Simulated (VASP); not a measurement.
Write the native input for VASP 6.6.1 that does the following.

- Task: single point
- Functional: LDA
- Potentials or basis: VASP PAW LDA potentials, release 64 (Sn_d, O)
- Cutoff: 520 eV
- k mesh: 10 × 10 × 10
- Occupations: fermi-dirac, width 0.05 eV
- Spin: no spin polarisation
- Dipole correction: no
- Further INCAR settings: ALGO = Normal; EDIFF = 1e-06; NBANDS = 20

The structure of SnO2 lies in POSCAR:

```
SnO2
1.0
    1.6170930752      0.9336291223      4.8005925840
   -1.6170930752      0.9336291223      4.8005925840
    0.0000000000     -1.8672582446      4.8005925840
Sn O
1 2
Direct
    0.5000000000      0.5000000000      0.5000000000
    0.7628300000      0.7628300000      0.7628300000
    0.2371700000      0.2371700000      0.2371700000
```

These files were run (other wordings do the same):

INCAR

```
  PREC = Accurate
  ENCUT = 520
  EDIFF = 1E-6
  ISMEAR = -1
  SIGMA = 0.05
  LREAL = False
  LASPH = True
  NELM = 60
  ALGO = Normal
  ISIF = 2
  LWAVE = False
  LCHARG = False
  NBANDS = 20
```

KPOINTS

```
Automatic mesh
0
Gamma
  10 10 10
```

Potentials or basis: VASP PAW LDA potentials, release 64 (Sn_d, O).

The run is started by

```sh
$ cat potpaw_LDA.64/Sn_d/POTCAR potpaw_LDA.64/O/POTCAR > POTCAR
$ mpirun -np 1 vasp_std > vasp.out
```

It gave:

```json
{"Pressure": "-8.5 GPa", "Largest force": "0.618 eV/Å", "Band gap on the k mesh": "1.77 eV, indirect (least direct gap 1.90 eV)"}
```

Caveat: spin-orbit coupling is left out, which moves the levels of the heavy elements.

Run time: 2.9 min on 1 thread of Intel(R) Xeon(R) Platinum 8259CL CPU @ 2.50GHz (Skylake/Cascade Lake) (shared host), peak memory 0.25 GiB.
